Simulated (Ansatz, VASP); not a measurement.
Ba3SbP: VASP beside Ansatz

Contents of POSCAR:

```
Ba3SbP
1.0
    6.1131770000      0.0000000000      0.0000000000
    0.0000000000      6.1131770000      0.0000000000
    0.0000000000      0.0000000000      6.1131770000
Ba Sb P
3 1 1
Direct
    0.0000000000      0.5000000000      0.5000000000
    0.5000000000      0.0000000000      0.5000000000
    0.5000000000      0.5000000000      0.0000000000
    0.0000000000      0.0000000000      0.0000000000
    0.5000000000      0.5000000000      0.5000000000
```

The input INCAR.step1:

```
SYSTEM = Ba3SbP
  ALGO = Normal
  EDIFF = 1E-4
  ENCUT = 520
  GGA = PE
  ISMEAR = -1
  LASPH = .TRUE.
  LCHARG = .FALSE.
  LREAL = .FALSE.
  LWAVE = .TRUE.
  NBANDS = 28
  NELM = 80
  PREC = Accurate
  SIGMA = 0.1
```

INCAR.step2

```
SYSTEM = Ba3SbP
  ALGO = Normal
  EDIFF = 1E-6
  ENCUT = 520
  ISIF = 2
  ISMEAR = -1
  ISTART = 1
  LASPH = .TRUE.
  LCHARG = .FALSE.
  LMIXTAU = .TRUE.
  LREAL = .FALSE.
  LWAVE = .FALSE.
  METAGGA = R2SCAN
  NBANDS = 28
  NELM = 80
  PREC = Accurate
  SIGMA = 0.1
```

Contents of KPOINTS:

```
k-points
0
G
  1 1 1
  0 0 0
```

Input for Ansatz:

```yaml
crystal:
  lattice:
    - [6.113177, 0.0, 0.0]
    - [0.0, 6.113177, 0.0]
    - [0.0, 0.0, 6.113177]
  atoms:
    - { symbol: Ba, position: [0.0, 0.5, 0.5] }
    - { symbol: Ba, position: [0.5, 0.0, 0.5] }
    - { symbol: Ba, position: [0.5, 0.5, 0.0] }
    - { symbol: Sb, position: [0.0, 0.0, 0.0] }
    - { symbol: P, position: [0.5, 0.5, 0.5] }
basis:
  ecutwfc: 500
kpoints:
  mp_grid: { grid: [1, 1, 1] }
hamiltonian:
  xc: r2scan
scf:
  occupations: { method: fermi_dirac }
  max_iter: 30
  convergence: { dr2_threshold: "1e-4 eV" }
output:
  forces: true
  stress: true
  eigenvalues: true
```

Alike in both runs: task single point; functional r2SCAN; k mesh 1 × 1 × 1; no spin polarisation.

```csv
,VASP,Ansatz
version,VASP 6.6.1,Ansatz 0.2.0
potentials or method,"VASP PAW PBE potentials, release 64 (Ba_sv, Sb, P), cutoff 520 eV","scalar-relativistic, plane waves, PAW"
occupations,"fermi-dirac, width 0.1 eV",fermi-dirac
valence electrons in the cell,40,50
```

```tsv
	VASP	Ansatz	Ansatz less VASP
gap on the k mesh at the Fermi level (eV)	0.31	0.37	+0.058
least direct gap on the mesh (eV)	0.31	0.37	+0.058
pressure (GPa)	9.0	7.9	-1.09
```

VASP's potentials were made for PBE, not for r2SCAN. VASP's potentials hold 40 valence electrons a cell and Ansatz's 50, so a difference there can come from the potentials and not from the codes. Ansatz's warnings: force scf threshold loose, published levels not confirmed, stress scf threshold loose.

The k mesh is coarse, so the values compare programs but aren't converged. Neither program's run includes spin-orbit coupling.
